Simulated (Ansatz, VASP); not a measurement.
**PbF2: VASP beside Ansatz**

```
Pb F
1.0
     0.00000    3.05881    3.05881
     3.05881    0.00000    3.05881
     3.05881    3.05881    0.00000
Pb F
1 2
Direct
  0.00000 0.00000 0.00000
  0.25000 0.25000 0.25000
  0.75000 0.75000 0.75000
```

Alike in both runs: task single point; functional PBE; k mesh 8 × 8 × 8; occupations gaussian, width 0.02 eV; no spin polarisation.

|  | VASP | Ansatz |
| --- | --- | --- |
| version | VASP 6.6.1 | Ansatz 0.2.0 |
| potentials or method | VASP PAW PBE potentials, release 64 (Pb_d, F), cutoff 520 eV | scalar-relativistic, plane waves, PAW |
| valence electrons in the cell | 28 | 28 |

```csv
,VASP,Ansatz,Ansatz less VASP
gap on the k mesh at the Fermi level (eV),4.38,4.38,+0.006
least direct gap on the mesh (eV),4.54,4.54,+0.003
pressure (GPa),-3.6,-3.4,+0.20
```

Neither program's run includes spin-orbit coupling.
